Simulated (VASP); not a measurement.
# CdS (Hawleyite) (I-4m2) in VASP: notebook

The runs below take CdS (Hawleyite) through single point, with r2SCAN.

All numbers are computed with VASP 6.6.1; they aren't measurements. Logs are shortened: lines on timing, memory, paths and dates and some standing lists are left out, and cuts for length are marked.

### 1 The cell of the first run

It takes space group I-4m2 (No. 119, tetragonal). The conventional cell has a = 4.070 Å, b = 4.070 Å, c = 5.992 Å, α = 90.00°, β = 90.00°, γ = 90.00°. Cd (site symmetry -4m2) has 4 S at 2.53 Å within 3.3 Å. Within 3.3 Å of S (site symmetry -4m2) lie 4 Cd at 2.53 Å.

### 2 Single point, r2SCAN

The input, POSCAR:

```
CdS
1.0
    0.0000000000      2.8776133333      2.9958569211
    2.8776133333      0.0000000000      2.9958569211
    2.8776133333      2.8776133333      0.0000000000
Cd S
1 1
Direct
    0.0000000000      0.0000000000      0.0000000000
    0.2500000000      0.2500000000      0.2500000000
```

The input, INCAR.step1:

```
  PREC = Accurate
  ENCUT = 520
  ISMEAR = -1
  SIGMA = 0.02
  LREAL = False
  LASPH = True
  NELM = 80
  NBANDS = 16
  GGA = PE
  ALGO = Normal
  EDIFF = 1E-4
  LWAVE = True
  LCHARG = False
```

The input, INCAR.step2:

```
  PREC = Accurate
  ENCUT = 520
  EDIFF = 1E-6
  ISMEAR = -1
  SIGMA = 0.02
  LREAL = False
  LASPH = True
  NELM = 80
  ALGO = Normal
  ISIF = 2
  LWAVE = False
  LCHARG = True
  METAGGA = R2SCAN
  LMIXTAU = True
  LELF = True
  LVHAR = True
  NBANDS = 16
  ISTART = 1
```

The input, KPOINTS:

```
regular mesh
0
Gamma
  6 6 6
```

Potentials or basis: VASP PAW PBE potentials, release 64 (Cd, S).

Launch:

```bash
$ cat potpaw_PBE.64/Cd/POTCAR potpaw_PBE.64/S/POTCAR > POTCAR
$ cp INCAR.step1 INCAR
$ mpirun -np 1 vasp_std > vasp.out
$ cp INCAR.step2 INCAR
$ mpirun -np 1 vasp_std > vasp.out
```

OUTCAR:

```text
PREC = Accurate
   ENCUT = 520
   EDIFF = 1E-6
   ISMEAR = -1
   LREAL = False
   LASPH = True
   NELM = 80
   ISIF = 2
   METAGGA = R2SCAN
   ISTART = 1

 ion  position               nearest neighbor table
   1  0.000  0.000  0.000-   2 2.53   2 2.53   2 2.53   2 2.53
   2  0.250  0.250  0.250-   1 2.53   1 2.53   1 2.53   1 2.53

  LATTYP: Found a body centered tetragonal cell.
 ALAT       =     4.0695598032
 C/A-ratio  =     1.4723248046

  Lattice vectors:

 A1 = (  -2.8776133333,   0.0000000000,   2.9958569211)
 A2 = (   2.8776133333,   0.0000000000,   2.9958569211)
 A3 = (   0.0000000000,   2.8776133333,  -2.9958569211)

Analysis of symmetry for initial positions (statically):
=====================================================================
 Subroutine PRICEL returns:
 Original cell was already a primitive cell.

 Routine SETGRP: Setting up the symmetry group for a
 body centered tetragonal supercell.

 Subroutine GETGRP returns: Found  8 space group operations
 (whereof  8 operations were pure point group operations)
 out of a pool of 16 trial point group operations.

The static configuration has the point symmetry D_2d.

Analysis of symmetry for dynamics (positions and initial velocities):
=====================================================================
 Subroutine PRICEL returns:
 Original cell was already a primitive cell.

 Routine SETGRP: Setting up the symmetry group for a
 body centered tetragonal supercell.

 Subroutine GETGRP returns: Found  8 space group operations
 (whereof  8 operations were pure point group operations)
 out of a pool of 16 trial point group operations.

The dynamic configuration has the point symmetry D_2d.

 Subroutine INISYM returns: Found  8 space group operations
 (whereof  8 operations are pure point group operations),
 and found     1 'primitive' translations

----------------------------------------------------------------------------------------

                                     Primitive cell

  volume of cell :      49.6153

  direct lattice vectors                    reciprocal lattice vectors
     0.000000000  2.877613333  2.995856921    -0.173755103  0.173755103  0.166897156
     2.877613333  0.000000000  2.995856921     0.173755103 -0.173755103  0.166897156
     2.877613333  2.877613333  0.000000000     0.173755103  0.173755103 -0.166897156

  length of vectors
     4.154012180  4.154012180  4.069559803     0.297046010  0.297046010  0.297046010

  position of ions in fractional coordinates (direct lattice)
     0.000000000  0.000000000  0.000000000
     0.250000000  0.250000000  0.250000000

  ion indices of the primitive-cell ions
   primitive index   ion index
                 1           1
                 2           2

----------------------------------------------------------------------------------------

 KPOINTS: regular mesh

Automatic generation of k-mesh.
 Grid dimensions read from file:
 generate k-points for:    6    6    6

 Generating k-lattice:

  Cartesian coordinates                     Fractional coordinates (reciprocal lattice)
    -0.028959184  0.028959184  0.027816193     0.166666667 -0.000000000  0.000000000
     0.028959184 -0.028959184  0.027816193    -0.000000000  0.166666667  0.000000000
     0.028959184  0.028959184 -0.027816193     0.000000000  0.000000000  0.166666667

  Length of vectors
     0.049507668  0.049507668  0.049507668

  Shift w.r.t. Gamma in fractional coordinates (k-lattice)
     0.000000000  0.000000000  0.000000000

 Subroutine IBZKPT returns following result:
 ===========================================

 Found     30 irreducible k-points:

 Following reciprocal coordinates:
            Coordinates               Weight
  0.000000  0.000000  0.000000      1.000000
  0.166667  0.000000  0.000000      8.000000
  0.333333  0.000000  0.000000      8.000000
  0.500000 -0.000000  0.000000      4.000000
  0.166667  0.166667  0.000000      2.000000
  0.333333  0.166667  0.000000      8.000000
[... 16 lines left out ...]
  0.333333  0.000000  0.333333      4.000000
  0.500000  0.000000  0.333333     16.000000
 [... further k-points ...]
   k-points           NKPTS =     30   k-points in BZ     NKDIM =     30   number of bands    NBANDS=     16
   number of dos      NEDOS =    301   number of ions     NIONS =      2
   total plane-waves  NPLWV =  30720
   dimension x,y,z NGX =    32 NGY =   32 NGZ =   30
   dimension x,y,z NGXF=    64 NGYF=   64 NGZF=   60
   ions per type =               1   1
   NGX,Y,Z   is equivalent  to a cutoff of  12.81, 12.81, 12.26 a.u.
   NGXF,Y,Z  is equivalent  to a cutoff of  25.61, 25.61, 24.51 a.u.
 SYSTEM =  unknown system
   PREC   = accura    normal or accurate (medium, high low for compatibility)
   ISTART =      1    job   : 0-new  1-cont  2-samecut
   ICHARG =      0    charge: 1-file 2-atom 10-const
   ISPIN  =      1    spin polarized calculation?
   LNONCOLLINEAR =      F non collinear calculations
   LSORBIT =      F    spin-orbit coupling
   LASPH  =      T    aspherical Exc in radial PAW
   ENCUT  =  520.0 eV  38.22 Ry    6.18 a.u.   7.72  7.72  7.57*2*pi/ulx,y,z
   NELM   =     80;   NELMIN=  2; NELMDL=  0     # of ELM steps
   EDIFF  = 0.1E-05   stopping-criterion for ELM
   LREAL  =      F    real-space projection
   EDIFFG = 0.1E-04   stopping-criterion for IOM
   NSW    =      0    number of steps for IOM
   IBRION =     -1    ionic relax: 0-MD 1-quasi-New 2-CG
   NFREE  =      0    steps in history (QN), initial steepest desc. (CG)
   ISIF   =      2    stress and relaxation
   ISYM   =      2    0-nonsym 1-usesym 2-fastsym
   POTIM  = 0.5000    time-step for ionic-motion
   TEBEG  =    0.0;   TEEND  =   0.0 temperature during run
   PSTRESS=    0.0 pullay stress
   NELECT =      18.0000    total number of electrons
   NUPDOWN=      -1.0000    fix difference up-down
   EMIN   =  10.00;   EMAX   =-10.00  energy-range for DOS
   EFERMI =   0.00;   METHOD = LEGACY
   ISMEAR =    -1;   SIGMA  =   0.02  broadening in eV -4-tet -1-fermi 0-gaus
   EFERMI_NEDOS =   21; number of points for ismear=-14 and -15
   IALGO  =     38    algorithm
   IMIX   =      4    mixing-type and parameters
     AMIX     =   0.40;   BMIX     =  1.00
     AMIX_MAG =   1.60;   BMIX_MAG =  1.00
  volume/ion in A,a.u.               =      24.81       167.41
  Fermi-wavevector in a.u.,A,eV,Ry     =   1.167599  2.206442 18.548649  1.363287
  Thomas-Fermi vector in A             =   2.304097
   LORBIT       =      0    0 simple, 1 ext, 2 COOP (PROOUT), +10 PAW based schemes
   METAGGA = R2SCAN    functional components
   LHFCALC =     F    Hartree Fock is set to
   AEXX    =    0.0000 exact exchange contribution
   IVDW    =     0    specifies the selected vdW correction
   LEPSILON=     F    determine dielectric tensor
   LRPA    =     F    only Hartree local field effects (RPA)
 non-spin polarized calculation
  energy-cutoff  :      520.00
  volume of cell :       49.62
 maximum number of plane-waves:      1355
   NGX = 15   NGY = 15   NGZ = 15

 number of electron      18.0000002 magnetization

 Free energy of the ion-electron system (eV)
  ---------------------------------------------------
  ext. energy  EPLUGINS =         0.00000000
  ---------------------------------------------------
  free energy    TOTEN  =       -29.67362423 eV

  energy without entropy =      -29.67362423  energy(sigma->0) =      -29.67362423

 E-fermi :   1.5458     XC(G=0):  -9.7346

 val. band max:        1.0934355019   @ k =   0.0000   0.0000   0.0000
 cond. band min:       2.6390906855   @ k =   0.0000   0.0000   0.0000
 fundamental gap:      1.5456551836
 Fermi energy:         1.5458482009

 k-point     1 :       0.0000    0.0000    0.0000
  band No.  band energies     occupation
      1     -11.8211      2.00000
      2      -6.9336      2.00000
      3      -6.9069      2.00000
      4      -6.9069      2.00000
      5      -6.4113      2.00000
      6      -6.3975      2.00000
[... 8 lines left out ...]
     15      13.0667      0.00000
     16      13.3508      0.00000

 k-point     2 :       0.1667    0.0000    0.0000
  band No.  band energies     occupation
      1     -11.7137      2.00000
      2      -6.8876      2.00000
      3      -6.8669      2.00000
      4      -6.8075      2.00000
      5      -6.4084      2.00000
      6      -6.4009      2.00000
[... 8 lines left out ...]
     15      12.4127      0.00000
     16      13.4215      0.00000

 k-point     3 :       0.3333    0.0000    0.0000
  band No.  band energies     occupation
      1     -11.4979      2.00000
      2      -6.8236      2.00000
      3      -6.7988      2.00000
      4      -6.4303      2.00000
      5      -6.3914      2.00000
      6      -6.3726      2.00000
[... 8 lines left out ...]
     15      12.7076      0.00000
     16      12.8523      0.00000

 k-point     4 :       0.5000   -0.0000    0.0000
  band No.  band energies     occupation
      1     -11.3906      2.00000
      2      -6.8020      2.00000
      3      -6.7735      2.00000
      4      -6.3753      2.00000
      5      -6.3584      2.00000
      6      -6.0197      2.00000
[... 8 lines left out ...]
     15      14.1233      0.00000
     16      14.3294      0.00000

 k-point     5 :       0.1667    0.1667    0.0000
  band No.  band energies     occupation
      1     -11.6841      2.00000
      2      -6.8440      2.00000
      3      -6.8273      2.00000
      4      -6.8273      2.00000
      5      -6.4388      2.00000
      6      -6.3783      2.00000
[... 8 lines left out ...]
     15      13.5105      0.00000
     16      14.9440      0.00000

 k-point     6 :       0.3333    0.1667    0.0000
  band No.  band energies     occupation
      1     -11.5077      2.00000
      2      -6.7967      2.00000
      3      -6.7490      2.00000
      4      -6.5762      2.00000
      5      -6.4044      2.00000
      6      -6.3639      2.00000
[... 8 lines left out ...]
     15      13.5658      0.00000
     16      14.5787      0.00000

 k-point     7 :       0.5000    0.1667    0.0000
  band No.  band energies     occupation
      1     -11.3630      2.00000
      2      -6.7729      2.00000
      3      -6.7161      2.00000
      4      -6.4219      2.00000
      5      -6.3675      2.00000
      6      -6.0193      2.00000
[... 8 lines left out ...]
     15      14.2409      0.00000
     16      14.3419      0.00000

 k-point     8 :      -0.3333    0.1667    0.0000
  band No.  band energies     occupation
      1     -11.3924      2.00000
      2      -6.7755      2.00000
      3      -6.7448      2.00000
      4      -6.4142      2.00000
      5      -6.4070      2.00000
      6      -6.1067      2.00000
[... 8 lines left out ...]
     15      13.6931      0.00000
     16      14.7325      0.00000

 k-point     9 :      -0.1667    0.1667    0.0000
  band No.  band energies     occupation
      1     -11.5672      2.00000
      2      -6.8202      2.00000
      3      -6.8198      2.00000
      4      -6.6382      2.00000
      5      -6.4229      2.00000
      6      -6.3529      2.00000
[... 8 lines left out ...]
     15      13.0587      0.00000
     16      14.4670      0.00000
[... 172 lines left out ...]
 k-point    19 :       0.5000    0.3333    0.1667
  band No.  band energies     occupation
      1     -11.3686      2.00000
      2      -6.7175      2.00000
      3      -6.7019      2.00000
      4      -6.4879      2.00000
      5      -6.3700      2.00000
      6      -6.1405      2.00000
[... 8 lines left out ...]
     15      14.6408      0.00000
     16      14.9827      0.00000

 k-point    20 :      -0.3333    0.3333    0.1667
  band No.  band energies     occupation
      1     -11.2953      2.00000
      2      -6.7122      2.00000
      3      -6.6621      2.00000
      4      -6.4459      2.00000
      5      -6.3843      2.00000
      6      -5.8476      2.00000
[... 8 lines left out ...]
     15      14.1597      0.00000
     16      14.9063      0.00000

 k-point    21 :      -0.1667    0.3333    0.1667
  band No.  band energies     occupation
      1     -11.3573      2.00000
      2      -6.7202      2.00000
      3      -6.7029      2.00000
      4      -6.5153      2.00000
      5      -6.3644      2.00000
      6      -6.0872      2.00000
[... 8 lines left out ...]
     15      14.8342      0.00000
     16      15.1043      0.00000

 k-point    22 :      -0.3333    0.5000    0.1667
  band No.  band energies     occupation
      1     -11.2688      2.00000
      2      -6.6687      2.00000
      3      -6.6216      2.00000
      4      -6.4780      2.00000
      5      -6.3673      2.00000
      6      -5.8422      2.00000
[... 8 lines left out ...]
     15      14.9358      0.00000
     16      15.0250      0.00000

 k-point    23 :       0.3333    0.0000    0.3333
  band No.  band energies     occupation
      1     -11.3885      2.00000
      2      -6.6787      2.00000
      3      -6.6742      2.00000
      4      -6.6366      2.00000
      5      -6.3417      2.00000
      6      -6.2666      2.00000
[... 8 lines left out ...]
     15      13.5696      0.00000
     16      17.1198      0.00000

 k-point    24 :       0.5000    0.0000    0.3333
  band No.  band energies     occupation
      1     -11.2860      2.00000
      2      -6.6951      2.00000
      3      -6.6102      2.00000
      4      -6.5478      2.00000
      5      -6.3356      2.00000
      6      -5.9476      2.00000
[... 8 lines left out ...]
     15      14.2876      0.00000
     16      15.4993      0.00000

 [... further k-points ...]
[... 5 lines left out ...]
  --------------------------------------------------------------------------------------
  -------------------------------------------------------------------------------------
  Total        0.6223837      0.6223837      0.3910079      0.0000000      0.0000000      0.0000000
  in kB       20.0980011     20.0980011     12.6264178      0.0000000      0.0000000      0.0000000
  external PRESSURE =      17.6074734 kB  Pullay stress =       0.0000000 kB

 VOLUME and BASIS-vectors are now :
 -----------------------------------------------------------------------------
  energy-cutoff  :      520.00
  volume of cell :       49.62
      direct lattice vectors                 reciprocal lattice vectors
     0.000000000  2.877613333  2.995856921    -0.173755103  0.173755103  0.166897156
     2.877613333  0.000000000  2.995856921     0.173755103 -0.173755103  0.166897156
     2.877613333  2.877613333  0.000000000     0.173755103  0.173755103 -0.166897156

 POSITION                                       TOTAL-FORCE (eV/Angst)
 -----------------------------------------------------------------------------------
      0.00000      0.00000      0.00000         0.000000      0.000000     -0.000000
      1.43881      1.43881      1.49793        -0.000000     -0.000000      0.000000
 -----------------------------------------------------------------------------------
    total drift:                               -0.000052     -0.000052     -0.000034

  FREE ENERGIE OF THE ION-ELECTRON SYSTEM (eV)
  ---------------------------------------------------
  free  energy   TOTEN  =       -29.6736242284 eV

  energy  without entropy=      -29.6736242284  energy(sigma->0) =      -29.67362423
```

Wall time 62 s (1 thread of Intel Xeon Platinum 8259CL at 2.50GHz (Skylake/Cascade Lake), shared host); peak memory 0.18 GiB.

What came out:

* Free energy: -29.6736 eV
* Pressure: 1.8 GPa
* Band gap on the k mesh: 1.55 eV, direct

Caveat: the PAW data sets were made with another functional, which shifts forces and pressure a little.

### 3 Single point, r2SCAN

The input, POSCAR:

```
CdS
1.0
    0.0000000000      2.8970566667      2.9557790190
    2.8970566667      0.0000000000      2.9557790190
    2.8970566667      2.8970566667      0.0000000000
Cd S
1 1
Direct
    0.0000000000      0.0000000000      0.0000000000
    0.2500000000      0.2500000000      0.2500000000
```

The input, INCAR.step1:

```
SYSTEM = CdS
PREC = Accurate ; ENCUT = 520
ISMEAR = -1 ; SIGMA = 0.02
LREAL = .False. ; LASPH = .True.
NELM = 100 ; NBANDS = 16
GGA = PE ; ALGO = Normal
EDIFF = 1E-4 ; LWAVE = .True.
LCHARG = .False.
```

The input, INCAR.step2:

```
SYSTEM = CdS
PREC = Accurate ; ENCUT = 520
EDIFF = 1E-6 ; ISMEAR = -1
SIGMA = 0.02 ; LREAL = .False.
LASPH = .True. ; NELM = 100
ALGO = Normal ; ISIF = 2
LWAVE = .False. ; LCHARG = .True.
METAGGA = R2SCAN ; LMIXTAU = .True.
LELF = .True. ; LVHAR = .True.
NBANDS = 16 ; ISTART = 1
```

The input, KPOINTS:

```
Automatic mesh
0
Gamma
  6 6 6
  0 0 0
```

Potentials or basis: VASP PAW PBE potentials, release 64 (Cd, S).

Launch:

```bash
$ cat potpaw_PBE.64/Cd/POTCAR potpaw_PBE.64/S/POTCAR > POTCAR
$ cp INCAR.step1 INCAR
$ mpirun -np 1 vasp_std > vasp.out
$ cp INCAR.step2 INCAR
$ mpirun -np 1 vasp_std > vasp.out
```

It took 62 s on 1 thread of Intel Xeon Platinum 8259CL at 2.50GHz (Skylake/Cascade Lake), shared host; peak memory 0.18 GiB.

It converged, with:

| Quantity | Value |
| --- | --- |
| Free energy | -29.6759 eV |
| Pressure | 1.8 GPa |
| Band gap on the k mesh | 1.57 eV, direct |

Stress tensor (GPa, compression positive):
```
1.92 0.00 0.00
0.00 1.92 0.00
0.00 0.00 1.57
```

Levels at points of the mesh, in eV from the valence-band top:
| k point | band 7 | band 8 | band 9 | band 10 | band 11 | band 12 |
| --- | --- | --- | --- | --- | --- | --- |
| (0.00, 0.00, 0.00) | -0.06 | 0.00 | 0.00 | 1.57 | 7.05 | 7.06 |
| (0.50, 0.00, 0.00) | -4.49 | -0.83 | -0.75 | 3.45 | 7.38 | 7.54 |
| (0.50, 0.50, 0.00) | -4.08 | -1.89 | -1.89 | 3.87 | 4.85 | 9.63 |
| (0.50, 0.00, 0.50) | -3.96 | -1.99 | -1.95 | 3.79 | 4.68 | 9.85 |

Caveat: the PAW data sets were made with another functional, which shifts forces and pressure a little.

(Continued in part 2 of 2.)
